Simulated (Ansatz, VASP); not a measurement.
# CdF2: VASP beside Ansatz

INCAR

```
PREC = Accurate ; ENCUT = 520
EDIFF = 1E-8 ; ISMEAR = -1
SIGMA = 0.03 ; LREAL = F
LASPH = T ; NELM = 120
ALGO = Normal ; ISIF = 2
LWAVE = F ; LCHARG = F
GGA = CA ; LEFG = T
NBANDS = 24 ; GGA_COMPAT = F
```

Contents of KPOINTS:

```
Automatic mesh
0
Gamma
  9 9 9
```

POSCAR

```
CdF2
1.0
    0.0000000000      2.5519406310      2.5519406310
    2.5519406310      0.0000000000      2.5519406310
    2.5519406310      2.5519406310      0.0000000000
Cd F
1 2
Direct
    0.0000000000      0.0000000000      0.0000000000
    0.2500000000      0.2500000000      0.2500000000
    0.7500000000      0.7500000000      0.7500000000
```

Input for Ansatz:

```yaml
crystal:
  lattice:
    - [0.0, 2.551940631, 2.551940631]
    - [2.551940631, 0.0, 2.551940631]
    - [2.551940631, 2.551940631, 0.0]
  atoms:
    - { symbol: Cd, position: [0.0, 0.0, 0.0] }
    - { symbol: F, position: [0.25, 0.25, 0.25] }
    - { symbol: F, position: [0.75, 0.75, 0.75] }
kpoints:
  mp_grid: { grid: [9, 9, 9] }
  band_path:
    path:
      - [0.0, 0.0, 0.0]
      - [0.5, 0.0, 0.5]
      - [0.625, 0.25, 0.625]
      - [0.375, 0.375, 0.75]
      - [0.0, 0.0, 0.0]
      - [0.5, 0.5, 0.5]
      - [0.5, 0.25, 0.75]
      - [0.5, 0.0, 0.5]
    npoints: 6
scf:
  occupations: { method: fermi_dirac, width: 0.03 }
hamiltonian:
  xc: lda
  pseudopotentials: { kind: paw }
output:
  forces: true
  stress: true
  eigenvalues: true
  efg: { contact_densities: true }
  populations: true
  write_density: true
  write_potential: true
  elf: true
  volumetric_format: npy
```

Change from the starting cell: volume scaled by 0.85, PAW files.

Alike in both runs: task electric field gradients; functional LDA; k mesh 9 × 9 × 9; occupations fermi-dirac, width 0.03 eV; no spin polarisation.

|  | VASP | Ansatz |
| --- | --- | --- |
| version | VASP 6.6.1 | Ansatz 0.2.0 |
| potentials or method | VASP PAW LDA potentials, release 64 (Cd_sv_GW, F) | PAW with Ansatz's default frozen-core files, scalar-relativistic |
| plane-wave cutoff (eV) | 520 | 420 |
| valence electrons in the cell | 34 | 34 |

```csv
,VASP,Ansatz,Ansatz less VASP
gap on the k mesh at the Fermi level (eV),3.43,3.43,+0.003
```

LDA's correlation is that of Perdew and Zunger in VASP and of Perdew and Wang (1992) in Ansatz.
